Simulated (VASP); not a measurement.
# Mg4S (P2_1/m) in VASP: a series of runs

Mg4S is run at these levels: PBE; tasks: single point, relaxation of cell and atoms.

All numbers are computed with VASP 6.6.1; they aren't measurements. Logs are shortened: lines on timing, memory, paths and dates and some standing lists are left out, and cuts for length are marked.

### Step 1. The cell of the first run

Symmetry: P2_1/m, No. 11, monoclinic system. The conventional cell has a = 6.482 Å, b = 5.288 Å, c = 6.782 Å, α = 90.00°, β = 104.98°, γ = 90.00°. Mg (site symmetry m) has 1 S at 2.50 Å and 6 Mg at 2.98 to 3.20 Å within 3.3 Å. Within 3.3 Å of Mg (site symmetry m) lie 1 S at 2.50 Å and 5 Mg at 2.98 to 3.27 Å. Within 3.4 Å of Mg (site symmetry m) lie 1 S at 2.58 Å and 7 Mg at 3.20 to 3.39 Å. Mg (site symmetry m) has 3 S at 2.59 to 2.67 Å and 3 Mg at 3.20 to 3.27 Å within 3.4 Å. S (site symmetry m) has 6 Mg at 2.50 to 2.67 Å within 3.3 Å.

### Step 2. Single point, PBE

Input file INCAR:

```
SYSTEM = Mg4S
PREC = Accurate
ENCUT = 520
EDIFF = 1E-6
ISMEAR = 0
SIGMA = 0.1
LREAL = .FALSE.
LASPH = .TRUE.
NELM = 80
ALGO = Normal
ISIF = 2
LWAVE = .FALSE.
LCHARG = .FALSE.
GGA = PE
NBANDS = 25
```

Input file KPOINTS:

```
regular mesh
0
G
  4 4 4
  0 0 0
```

Input file POSCAR:

```
Mg4S
1.0
    6.4816367544      0.0000000000      0.0000000000
    0.0000000000      5.2881363717      0.0000000000
   -1.7523710533      0.0000000000      6.5513435696
Mg S
8 2
Direct
    0.8658985032      0.7500000000      0.0046091663
    0.1109768558      0.2500000000      0.5513393923
    0.1341014968      0.2500000000      0.9953908337
    0.8890231442      0.7500000000      0.4486606077
    0.3093124992      0.7500000000      0.8271634533
    0.6657563076      0.2500000000      0.6926384292
    0.6906875008      0.2500000000      0.1728365467
    0.3342436924      0.7500000000      0.3073615708
    0.3806777964      0.2500000000      0.3459696008
    0.6193222036      0.7500000000      0.6540303992
```

Potentials or basis: VASP PAW PBE potentials, release 64 (Mg, S).

Started as:

```sh
$ cat potpaw_PBE.64/Mg/POTCAR potpaw_PBE.64/S/POTCAR > POTCAR
$ mpirun -np 1 vasp_std > vasp.out
```

OUTCAR:

```text
SYSTEM = Mg4S
   PREC = Accurate
   ENCUT = 520
   EDIFF = 1E-6
   ISMEAR = 0
   LREAL = .FALSE.
   LASPH = .TRUE.
   NELM = 80
   ISIF = 2
   GGA = PE

 ion  position               nearest neighbor table
   1  0.866  0.750  0.005-  10 2.50   4 2.98   3 3.17   3 3.17   8 3.20   7 3.20   7 3.20   5 3.39
                             6 3.43   6 3.43   5 3.50
   2  0.111  0.250  0.551-   9 2.50   3 2.98   4 3.00   4 3.00   7 3.22   6 3.27   5 3.30   5 3.30
                             6 3.47   8 3.61   8 3.61
   3  0.134  0.250  0.995-   9 2.50   2 2.98   1 3.17   1 3.17   6 3.20   5 3.20   5 3.20   7 3.39
                             8 3.43   8 3.43   7 3.50
   4  0.889  0.750  0.449-  10 2.50   1 2.98   2 3.00   2 3.00   5 3.22   8 3.27   7 3.30   7 3.30
                             8 3.47   6 3.61   6 3.61
   5  0.309  0.750  0.827-  10 2.58   3 3.20   3 3.20   8 3.22   4 3.22   2 3.30   2 3.30   1 3.39
                             1 3.50   8 3.57
   6  0.666  0.250  0.693-   9 2.59  10 2.67  10 2.67   3 3.20   7 3.22   2 3.27   1 3.43   1 3.43
                             2 3.47   7 3.57   4 3.61   4 3.61
   7  0.691  0.250  0.173-   9 2.58   1 3.20   1 3.20   6 3.22   2 3.22   4 3.30   4 3.30   3 3.39
                             3 3.50   6 3.57
   8  0.334  0.750  0.307-  10 2.59   9 2.67   9 2.67   1 3.20   5 3.22   4 3.27   3 3.43   3 3.43
                             4 3.47   5 3.57   2 3.61   2 3.61
   9  0.381  0.250  0.346-   3 2.50   2 2.50   7 2.58   6 2.59   8 2.67   8 2.67
  10  0.619  0.750  0.654-   1 2.50   4 2.50   5 2.58   8 2.59   6 2.67   6 2.67

  LATTYP: Found a simple monoclinic cell.
 ALAT       =     6.4816367544
 B/A-ratio  =     0.8158643522
 C/A-ratio  =     1.0462881295
 COS(beta)  =    -0.2583985569

  Lattice vectors:

 A1 = (   6.4816367544,   0.0000000000,   0.0000000000)
 A2 = (   0.0000000000,   5.2881363717,   0.0000000000)
 A3 = (  -1.7523710533,   0.0000000000,   6.5513435696)

Analysis of symmetry for initial positions (statically):
=====================================================================
 Subroutine PRICEL returns:
 Original cell was already a primitive cell.

 Routine SETGRP: Setting up the symmetry group for a
 simple monoclinic supercell.

 Subroutine GETGRP returns: Found  4 space group operations
 (whereof  2 operations were pure point group operations)
 out of a pool of  4 trial point group operations.

The static configuration has the point symmetry S_2 .
 The point group associated with its full space group is C_2h.

Analysis of symmetry for dynamics (positions and initial velocities):
=====================================================================
 Subroutine PRICEL returns:
 Original cell was already a primitive cell.

 Routine SETGRP: Setting up the symmetry group for a
 simple monoclinic supercell.

 Subroutine GETGRP returns: Found  4 space group operations
 (whereof  2 operations were pure point group operations)
 out of a pool of  4 trial point group operations.

The dynamic configuration has the point symmetry S_2 .
 The point group associated with its full space group is C_2h.

 Subroutine INISYM returns: Found  4 space group operations
 (whereof  2 operations are pure point group operations),
 and found     1 'primitive' translations

----------------------------------------------------------------------------------------

                                     Primitive cell

  volume of cell :     224.5524

  direct lattice vectors                    reciprocal lattice vectors
     6.481636754  0.000000000  0.000000000     0.154282018  0.000000000  0.041267770
     0.000000000  5.288136372  0.000000000     0.000000000  0.189102536  0.000000000
    -1.752371053  0.000000000  6.551343570     0.000000000  0.000000000  0.152640445

  length of vectors
     6.481636754  5.288136372  6.781659596     0.159705886  0.189102536  0.152640445

  position of ions in fractional coordinates (direct lattice)
     0.865898503  0.750000000  0.004609166
     0.110976856  0.250000000  0.551339392
     0.134101497  0.250000000  0.995390834
     0.889023144  0.750000000  0.448660608
     0.309312499  0.750000000  0.827163453
     0.665756308  0.250000000  0.692638429
     0.690687501  0.250000000  0.172836547
     0.334243692  0.750000000  0.307361571
     0.380677796  0.250000000  0.345969601
     0.619322204  0.750000000  0.654030399

  ion indices of the primitive-cell ions
   primitive index   ion index
                 1           1
                 2           2
                 3           3
                 4           4
                 5           5
                 6           6
                 7           7
                 8           8
                 9           9
                10          10

----------------------------------------------------------------------------------------

 KPOINTS: regular mesh

Automatic generation of k-mesh.
 Grid dimensions read from file:
 generate k-points for:    4    4    4

 Generating k-lattice:

  Cartesian coordinates                     Fractional coordinates (reciprocal lattice)
     0.038570505  0.000000000  0.010316943     0.250000000  0.000000000  0.000000000
     0.000000000  0.047275634  0.000000000     0.000000000  0.250000000  0.000000000
     0.000000000  0.000000000  0.038160111     0.000000000  0.000000000  0.250000000

  Length of vectors
     0.039926472  0.047275634  0.038160111

  Shift w.r.t. Gamma in fractional coordinates (k-lattice)
     0.000000000  0.000000000  0.000000000

 Subroutine IBZKPT returns following result:
 ===========================================

 Found     30 irreducible k-points:

 Following reciprocal coordinates:
            Coordinates               Weight
  0.000000  0.000000  0.000000      1.000000
  0.250000  0.000000  0.000000      2.000000
  0.500000  0.000000  0.000000      1.000000
  0.000000  0.250000  0.000000      2.000000
  0.250000  0.250000  0.000000      4.000000
  0.500000  0.250000  0.000000      2.000000
[... 16 lines left out ...]
  0.250000  0.000000  0.500000      2.000000
  0.500000  0.000000  0.500000      1.000000
 [... further k-points ...]
   k-points           NKPTS =     30   k-points in BZ     NKDIM =     30   number of bands    NBANDS=     25
   number of dos      NEDOS =    301   number of ions     NIONS =     10
   total plane-waves  NPLWV =  96000
   dimension x,y,z NGX =    48 NGY =   40 NGZ =   50
   dimension x,y,z NGXF=    96 NGYF=   80 NGZF=  100
   ions per type =               8   2
   NGX,Y,Z   is equivalent  to a cutoff of  12.31, 12.58, 12.26 a.u.
   NGXF,Y,Z  is equivalent  to a cutoff of  24.62, 25.15, 24.51 a.u.
 SYSTEM =  Mg4S
   PREC   = accura    normal or accurate (medium, high low for compatibility)
   ISTART =      0    job   : 0-new  1-cont  2-samecut
   ICHARG =      2    charge: 1-file 2-atom 10-const
   ISPIN  =      1    spin polarized calculation?
   LNONCOLLINEAR =      F non collinear calculations
   LSORBIT =      F    spin-orbit coupling
   LASPH  =      T    aspherical Exc in radial PAW
   ENCUT  =  520.0 eV  38.22 Ry    6.18 a.u.  12.05  9.83 12.61*2*pi/ulx,y,z
   NELM   =     80;   NELMIN=  2; NELMDL= -5     # of ELM steps
   EDIFF  = 0.1E-05   stopping-criterion for ELM
   LREAL  =      F    real-space projection
   EDIFFG = 0.1E-04   stopping-criterion for IOM
   NSW    =      0    number of steps for IOM
   IBRION =     -1    ionic relax: 0-MD 1-quasi-New 2-CG
   NFREE  =      0    steps in history (QN), initial steepest desc. (CG)
   ISIF   =      2    stress and relaxation
   ISYM   =      2    0-nonsym 1-usesym 2-fastsym
   POTIM  = 0.5000    time-step for ionic-motion
   TEBEG  =    0.0;   TEEND  =   0.0 temperature during run
   PSTRESS=    0.0 pullay stress
   NELECT =      28.0000    total number of electrons
   NUPDOWN=      -1.0000    fix difference up-down
   EMIN   =  10.00;   EMAX   =-10.00  energy-range for DOS
   EFERMI =   0.00;   METHOD = LEGACY
   ISMEAR =     0;   SIGMA  =   0.10  broadening in eV -4-tet -1-fermi 0-gaus
   EFERMI_NEDOS =   21; number of points for ismear=-14 and -15
   IALGO  =     38    algorithm
   IMIX   =      4    mixing-type and parameters
     AMIX     =   0.40;   BMIX     =  1.00
     AMIX_MAG =   1.60;   BMIX_MAG =  1.00
  volume/ion in A,a.u.               =      22.46       151.54
  Fermi-wavevector in a.u.,A,eV,Ry     =   0.817878  1.545564  9.101259  0.668924
  Thomas-Fermi vector in A             =   1.928404
   LORBIT       =      0    0 simple, 1 ext, 2 COOP (PROOUT), +10 PAW based schemes
   GGA     = PE    functional components
   LHFCALC =     F    Hartree Fock is set to
   AEXX    =    0.0000 exact exchange contribution
   IVDW    =     0    specifies the selected vdW correction
   LEPSILON=     F    determine dielectric tensor
   LRPA    =     F    only Hartree local field effects (RPA)
 non-spin polarized calculation
 Gauss-broadening in eV      SIGMA  =   0.10
  energy-cutoff  :      520.00
  volume of cell :      224.55
 maximum number of plane-waves:      6080
   NGX = 25   NGY = 19   NGZ = 25

 number of electron      27.9999997 magnetization

 Free energy of the ion-electron system (eV)
  ---------------------------------------------------
  ext. energy  EPLUGINS =         0.00000000
  ---------------------------------------------------
  free energy    TOTEN  =       -23.87402128 eV

  energy without entropy =      -23.86070368  energy(sigma->0) =      -23.86736248

 E-fermi :   3.2766     XC(G=0):  -8.6212

 val. band max:        3.2752228930   @ k =   0.0000   0.0000   0.2500
 cond. band min:       3.2843924600   @ k =   0.2500   0.0000   0.2500
 fundamental gap:      0.0091695671
 Fermi energy:         3.2766149015

 k-point     1 :       0.0000    0.0000    0.0000
  band No.  band energies     occupation
      1     -10.7592      2.00000
      2     -10.0969      2.00000
      3      -2.5435      2.00000
      4      -2.0406      2.00000
      5      -1.8895      2.00000
      6      -1.7276      2.00000
[... 17 lines left out ...]
     24       7.5374      0.00000
     25       7.6489      0.00000
[... 621 lines left out ...]
      3      -3.0426      2.00000
      4      -2.5110      2.00000
      5      -1.7983      2.00000
      6      -1.5915      2.00000
[... 17 lines left out ...]
     24       7.0402      0.00000
     25       7.4208      0.00000

 [... further k-points ...]

------------------------ aborting loop because EDIFF is reached ----------------------------------------

  FORCE on cell =-STRESS in cart. coord.  units (eV):
  Direction    XX          YY          ZZ          XY          YZ          ZX
  --------------------------------------------------------------------------------------
  -------------------------------------------------------------------------------------
  Total       -0.0814494     -0.0060030     -0.1927564      0.0000000      0.0000000      0.0008460
  in kB       -0.5811403     -0.0428316     -1.3753132      0.0000000      0.0000000      0.0060363
  external PRESSURE =      -0.6664284 kB  Pullay stress =       0.0000000 kB

 VOLUME and BASIS-vectors are now :
 -----------------------------------------------------------------------------
  energy-cutoff  :      520.00
  volume of cell :      224.55
      direct lattice vectors                 reciprocal lattice vectors
     6.481636754  0.000000000  0.000000000     0.154282018  0.000000000  0.041267770
     0.000000000  5.288136372  0.000000000     0.000000000  0.189102536  0.000000000
    -1.752371053  0.000000000  6.551343570     0.000000000  0.000000000  0.152640445

 POSITION                                       TOTAL-FORCE (eV/Angst)
 -----------------------------------------------------------------------------------
      5.60436      3.96610      0.03020         0.005866      0.000000     -0.004512
     -0.24684      1.32203      3.61201        -0.010184      0.000000     -0.022313
     -0.87510      1.32203      6.52115        -0.005866      0.000000      0.004512
      4.97611      3.96610      2.93933         0.010184      0.000000      0.022313
      0.55535      3.96610      5.41903        -0.000853      0.000000      0.011799
      3.10143      1.32203      4.53771        -0.008270      0.000000     -0.009819
      4.17391      1.32203      1.13231         0.000853      0.000000     -0.011799
      1.62783      3.96610      2.01363         0.008270      0.000000      0.009819
      1.86115      1.32203      2.26657         0.005668     -0.000000     -0.009287
      2.86812      3.96610      4.28478        -0.005668      0.000000      0.009287
 -----------------------------------------------------------------------------------
    total drift:                               -0.000000     -0.000000      0.000000

  FREE ENERGIE OF THE ION-ELECTRON SYSTEM (eV)
  ---------------------------------------------------
  free  energy   TOTEN  =       -23.8740212839 eV

  energy  without entropy=      -23.8607036792  energy(sigma->0) =      -23.86736248
```

It took 2.4 min on 1 thread of Intel Xeon 6975P-C, shared host; peak memory 0.37 GiB.

What came out:

| Item | Value |
| --- | --- |
| Free energy | -23.8740 eV |
| Pressure | -0.1 GPa |
| Largest force | 0.025 eV/Å |
| Band gap on the k mesh | zero (band 14 reaches 3.51 eV, above the bottom of band 15 at 2.91 eV) |

Forces in eV/Å, atoms in the order of the input:
```
Mg   0.006  0.000 -0.005
Mg  -0.010  0.000 -0.022
Mg  -0.006  0.000  0.005
Mg   0.010  0.000  0.022
Mg  -0.001  0.000  0.012
Mg  -0.008  0.000 -0.010
Mg   0.001  0.000 -0.012
Mg   0.008  0.000  0.010
S    0.006  0.000 -0.009
S   -0.006  0.000  0.009
```

Stress tensor (GPa, compression positive):
```
-0.06  0.00  0.00
 0.00  0.00  0.00
 0.00  0.00 -0.14
```

Levels at points of the mesh, in eV from the Fermi level:
```tsv
k point	band 11	band 12	band 13	band 14	band 15	band 16	band 17	band 18
(0.00, 0.00, 0.00)	-1.81	-1.26	-0.86	-0.16	0.85	1.35	1.38	1.62
(0.50, 0.00, 0.00)	-1.65	-1.60	-0.36	-0.29	0.56	1.07	1.08	1.64
(0.00, 0.50, 0.00)	-1.59	-1.59	-1.15	-1.15	-0.37	-0.37	1.50	1.50
(0.50, 0.50, 0.00)	-2.15	-2.15	-0.69	-0.69	0.72	0.72	1.91	1.91
(0.00, 0.00, 0.50)	-1.55	-0.53	-0.22	0.23	0.39	0.48	0.55	1.63
(0.50, 0.00, 0.50)	-1.87	-1.30	-0.32	0.15	0.29	0.42	1.64	1.97
(0.00, 0.50, 0.50)	-2.63	-2.63	-0.19	-0.19	0.64	0.64	1.62	1.62
(0.50, 0.50, 0.50)	-2.00	-2.00	-0.64	-0.64	0.67	0.67	1.86	1.86
```

### Step 3. Relaxation of cell and atoms, PBE

Input file INCAR:

```
SYSTEM = Mg4S
  PREC = Accurate
  ENCUT = 600
  EDIFF = 1E-6
  ISMEAR = 0
  SIGMA = 0.1
  LREAL = .False.
  LASPH = .True.
  NELM = 60
  ALGO = Normal
  ISIF = 3
  LWAVE = .False.
  LCHARG = .False.
  GGA = PE
  IBRION = 2
  NSW = 90
  EDIFFG = -0.04
```

Input file KPOINTS:

```
regular mesh
0
Gamma
  4 4 4
  0 0 0
```

POSCAR is that of step 2.

Potentials or basis: VASP PAW PBE potentials, release 64 (Mg, S).

Started as:

```sh
$ cat potpaw_PBE.64/Mg/POTCAR potpaw_PBE.64/S/POTCAR > POTCAR
$ mpirun -np 1 vasp_std > vasp.out
```

Wall time 3 min (1 thread of Intel Xeon 6975P-C, shared host); peak memory 0.43 GiB.

The run converged. Its results:

| Property | Result |
| --- | --- |
| Free energy | -23.8749 eV |
| Pressure after relaxing | -0.1 GPa |
| Largest force after relaxing | 0.025 eV/Å |
| Band gap on the k mesh | zero (band 14 reaches 3.51 eV, above the bottom of band 15 at 2.91 eV) |

Forces on the atoms (eV/Å):
```
Mg   0.006  0.000 -0.005
Mg  -0.010  0.000 -0.022
Mg  -0.006  0.000  0.005
Mg   0.010  0.000  0.022
Mg  -0.001  0.000  0.012
Mg  -0.008  0.000 -0.010
Mg   0.001  0.000 -0.012
Mg   0.008  0.000  0.010
S    0.006  0.000 -0.009
S   -0.006  0.000  0.009
```

Stress tensor (GPa, compression positive):
```
-0.04  0.00  0.00
 0.00  0.01  0.00
 0.00  0.00 -0.12
```

Final structure:
```
Mg S
1.0
     6.48164    0.00000    0.00000
     0.00000    5.28814    0.00000
    -1.75237    0.00000    6.55134
Mg S
8 2
Direct
  0.86590 0.75000 0.00461
  0.11098 0.25000 0.55134
  0.13410 0.25000 0.99539
  0.88902 0.75000 0.44866
  0.30931 0.75000 0.82716
  0.66576 0.25000 0.69264
  0.69069 0.25000 0.17284
  0.33424 0.75000 0.30736
  0.38068 0.25000 0.34597
  0.61932 0.75000 0.65403
```

Levels at points of the mesh, in eV from the Fermi level:
```tsv
k point	band 12	band 13	band 14	band 15	band 16	band 17
(0.00, 0.00, 0.00)	-1.26	-0.86	-0.16	0.85	1.35	1.38
(0.50, 0.00, 0.00)	-1.60	-0.36	-0.29	0.56	1.07	1.08
(0.00, 0.50, 0.00)	-1.59	-1.15	-1.15	-0.37	-0.37	1.50
(0.50, 0.50, 0.00)	-2.15	-0.69	-0.69	0.72	0.72	1.91
(0.00, 0.00, 0.50)	-0.53	-0.22	0.23	0.39	0.48	0.55
(0.50, 0.00, 0.50)	-1.30	-0.32	0.15	0.29	0.42	1.64
(0.00, 0.50, 0.50)	-2.63	-0.19	-0.19	0.64	0.64	1.62
(0.50, 0.50, 0.50)	-2.00	-0.64	-0.64	0.67	0.67	1.86
```

Caveat: the relaxation stopped at its first step, so nothing moved.
